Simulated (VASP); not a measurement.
## GeSb4Te7: single point with PBE

GeSb4Te7:

```
CELL_PARAMETERS angstrom
4.28930 0.00000 0.00000
-2.14465 3.71464 0.00000
0.00000 0.00000 24.63778
ATOMIC_POSITIONS crystal
Ge 0.00000 0.00000 0.50000
Sb 0.66667 0.33333 0.91890
Sb 0.33333 0.66667 0.34975
Sb 0.33333 0.66667 0.08110
Sb 0.66667 0.33333 0.65025
Te 0.33333 0.66667 0.84973
Te 0.66667 0.33333 0.15027
Te 0.00000 0.00000 0.71898
Te 0.66667 0.33333 0.43139
Te 0.33333 0.66667 0.56861
Te 0.00000 0.00000 0.00000
Te 0.00000 0.00000 0.28102
```

```json
{"Program": "VASP 6.6.1", "Task": "single point", "Functional": "PBE", "Potentials or basis": "VASP PAW PBE potentials, release 64 (Ge_d, Sb, Te)", "Cutoff": "520 eV", "k mesh": "12 × 12 × 2", "Occupations": "gaussian, width 0.05 eV", "Spin": "no spin polarisation", "Dipole correction": "no", "Further INCAR settings": "ALGO = Normal; EDIFF = 1e-06; NBANDS = 50"}
```

| Quantity | Value |
| --- | --- |
| Pressure | 0.8 GPa |
| Largest force | 0.149 eV/Å |
| Band gap on the k mesh | 0.40 eV |

Forces on the atoms (eV/Å):
```
Ge   0.000  0.000  0.000
Sb   0.000  0.000  0.075
Sb   0.000  0.000  0.073
Sb   0.000  0.000 -0.075
Sb   0.000  0.000 -0.073
Te   0.000  0.000 -0.118
Te   0.000  0.000  0.118
Te   0.000  0.000  0.149
Te   0.000  0.000  0.004
Te   0.000  0.000 -0.004
Te   0.000  0.000  0.000
Te   0.000  0.000 -0.149
```

Stress tensor (GPa, compression positive):
```
0.82 0.00 0.00
0.00 0.82 0.00
0.00 0.00 0.69
```

Levels at points of the mesh, in eV from the valence-band top:
| k point | band 34 | band 35 | band 36 | band 37 | band 38 | band 39 | band 40 | band 41 | band 42 | band 43 |
| --- | --- | --- | --- | --- | --- | --- | --- | --- | --- | --- |
| (0.00, 0.00, 0.00) | -1.04 | -1.03 | -1.03 | -0.25 | -0.08 | 0.49 | 0.56 | 0.66 | 0.66 | 0.75 |
| (0.50, 0.00, 0.00) | -1.46 | -1.27 | -1.23 | -0.98 | -0.83 | 0.86 | 0.86 | 1.21 | 1.37 | 1.41 |
| (0.00, 0.00, 0.50) | -1.01 | -1.01 | -0.85 | -0.33 | 0.00 | 0.40 | 0.62 | 0.62 | 0.63 | 0.82 |
| (0.50, 0.00, 0.50) | -1.59 | -1.36 | -1.15 | -1.02 | -0.59 | 0.59 | 0.87 | 1.11 | 1.16 | 1.57 |

It took 14 min on 1 thread of Oxide Virtual Turin-like Processor, on a shared host, peak memory 0.87 GiB.

Caveat: spin-orbit coupling is left out, which moves the levels of the heavy elements; this functional lacks dispersion, which binds the layers, so the pressure and a relaxed spacing across them are unreliable. A k mesh can miss the band edges.
